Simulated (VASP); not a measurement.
Here is a VASP 6.6.1 calculation.

File INCAR:

```
PREC = Accurate
ENCUT = 520
EDIFF = 1E-6
ISMEAR = -1
SIGMA = 0.05
LREAL = F
LASPH = T
NELM = 150
ALGO = Normal
ISIF = 2
LWAVE = F
LCHARG = T
ISPIN = 2
MAGMOM = 4 0
LORBIT = 11
LMAXMIX = 4
GGA = B5
ALDAX = 1.0
AGGAX = 1.0
AGGAC = 1.0
ALDAC = 0.0
LELF = T
LVHAR = T
NBANDS = 20
```

Contents of KPOINTS:

```
regular mesh
0
Gamma
  9 9 9
```

POSCAR

```
MnS
1.0
    0.0000000000      2.6260285066      2.6260285066
    2.6260285066      0.0000000000      2.6260285066
    2.6260285066      2.6260285066      0.0000000000
Mn S
1 1
Direct
    0.0000000000      0.0000000000      0.0000000000
    0.5000000000      0.5000000000      0.5000000000
```

Potentials or basis: VASP PAW PBE potentials, release 64 (Mn_pv, S).

Command:

```bash
$ cat potpaw_PBE.64/Mn_pv/POTCAR potpaw_PBE.64/S/POTCAR > POTCAR
$ mpirun -np 1 vasp_std > vasp.out
```

Problem. What does it give for the site moments?

Solution. Mn +4.23; S +0.13 μB.

Problem. Estimate the pressure.

Solution. 0.0 GPa.

Problem. Predict the net moment.

Solution. 4.70 μB per cell.

Caveat: the PAW data sets were made with another functional, which shifts forces and pressure a little; a cell with one magnetic atom can't hold antiferromagnetic order, which such compounds often take.
